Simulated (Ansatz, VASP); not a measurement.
# HfHF3: VASP beside Ansatz

The input INCAR:

```
SYSTEM = HfHF3
PREC = Accurate
ENCUT = 600
EDIFF = 1E-7
ISMEAR = 0
SIGMA = 0.1
LREAL = .False.
LASPH = .True.
NELM = 80
ALGO = Normal
ISIF = 3
LWAVE = .False.
LCHARG = .False.
GGA = PE
IBRION = 2
NSW = 90
EDIFFG = -0.04
```

File KPOINTS:

```
Automatic mesh
0
Gamma
  6 6 4
  0 0 0
```

The input POSCAR:

```
HfHF3
1.0
    3.5875718600      0.0000000000      0.0000000000
    0.0000000000      3.5875718600      0.0000000000
    0.0000000000      0.0000000000      4.5448563800
Hf H F
1 1 3
Direct
    0.0000000000      0.0000000000      0.0000000000
    0.5000000000      0.5000000000      0.6650000200
    0.0000000000      0.5000000000      0.5000000000
    0.5000000000      0.0000000000      0.5000000000
    0.5000000000      0.5000000000      0.1076000000
```

Input for Ansatz:

```yaml
crystal:
  lattice:
    - [3.58757186, 0.0, 0.0]
    - [0.0, 3.58757186, 0.0]
    - [0.0, 0.0, 4.54485638]
  atoms:
    - { symbol: Hf, position: [0.0, 0.0, 0.0] }
    - { symbol: H, position: [0.5, 0.5, 0.66500002] }
    - { symbol: F, position: [0.0, 0.5, 0.5] }
    - { symbol: F, position: [0.5, 0.0, 0.5] }
    - { symbol: F, position: [0.5, 0.5, 0.1076] }
basis:
  ecutwfc: 420
kpoints:
  mp_grid: { grid: [6, 6, 4] }
hamiltonian:
  xc: pbe
scf:
  occupations: { method: gaussian, width: 0.1 }
  lower_state_search: "off"
output:
  forces: true
  stress: true
  eigenvalues: true
relax:
  adjacent_minimum: "off"
  f_tol: 0.04
  max_steps: 70
  cell: { stress_tol: 0.4 }
```

Change from the starting cell: species swapped into the PrBPt3 type (P4mm, No. 99).

Alike in both runs: task relaxation of cell and atoms; functional PBE; k mesh 6 × 6 × 4; occupations gaussian, width 0.1 eV; no spin polarisation.

|  | VASP | Ansatz |
| --- | --- | --- |
| version | VASP 6.6.1 | Ansatz 0.2.0 |
| potentials or method | VASP PAW PBE potentials, release 64 (Hf_pv, H, F), cutoff 600 eV | scalar-relativistic, plane waves, PAW |
| valence electrons in the cell | 32 | 48 |

|  | VASP | Ansatz | Ansatz less VASP |
| --- | --- | --- | --- |
| gap on the k mesh at the Fermi level, each at its own relaxed structure (eV) | none | none | - |
| relaxed volume (Å³/atom) | 9.25 | 12.16 | +2.915 |
| relaxed cell length with the largest relative difference (Å) | 3.543 | 4.270 | +0.7268 |

A gap of «none» marks a metal or a gap that the smearing closes. VASP's potentials hold 32 valence electrons a cell and Ansatz's 48, so a difference there can come from the potentials and not from the codes.

Spin-orbit coupling is off throughout. Noted on VASP's run: the volume moved by over 15 % at a fixed basis, so the end points are rough.
